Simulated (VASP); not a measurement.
A run of VASP 6.6.1 is set up as follows.

The input INCAR:

```
SYSTEM = CoSbH4
PREC     = Accurate       ! precision mode
ENCUT    = 600            ! plane-wave cutoff, eV
EDIFF    = 1E-6           ! SCF threshold, eV
ISMEAR   = 0              ! smearing method
SIGMA    = 0.1            ! smearing width, eV
LREAL    = .False.        ! projectors in reciprocal space
LASPH    = .True.         ! aspherical terms in the spheres
NELM     = 80             ! most SCF steps
ALGO     = Normal         ! electronic algorithm
ISIF     = 3              ! what is computed and relaxed
LWAVE    = .False.        ! write WAVECAR
LCHARG   = .False.        ! write CHGCAR
GGA      = PE             ! functional
IBRION   = 2              ! ionic algorithm
NSW      = 100            ! ionic steps
EDIFFG   = -0.01          ! ionic threshold
```

Contents of KPOINTS:

```
Automatic mesh
0
Gamma
  10 10 4
  0 0 0
```

File POSCAR:

```
CoSbH4
1.0
    2.4906081821     -2.4836171041      0.0000000000
    2.4906081821      2.4836171041      0.0000000000
    0.0000000000      0.0000000000      8.8491943565
Co Sb H
1 1 4
Direct
    0.0000000000      0.0000000000      0.0000000000
    0.5000000000      0.5000000000      0.0000000000
    0.3248533725      0.8248537760      0.5000000000
    0.6751466275      0.1751462240      0.5000000000
    0.1751462240      0.6751466275      0.5000000000
    0.8248537760      0.3248533725      0.5000000000
```

Potentials or basis: VASP PAW PBE potentials, release 64 (Co, Sb, H).

The run is started by

```bash
$ cat potpaw_PBE.64/Co/POTCAR potpaw_PBE.64/Sb/POTCAR potpaw_PBE.64/H/POTCAR > POTCAR
$ mpirun -np 1 vasp_std > vasp.out
```

(1) What does it give for the band gap on the k mesh?

(2) What does it give for the relaxed volume?

Answers

(1) zero (bands 9 and 10 overlap by 0.39 eV).

(2) 18.20 Å³/atom.

Caveat: spin-orbit coupling is left out, which moves the levels of the heavy elements; the run has no spin polarisation, though such a crystal can be magnetic.
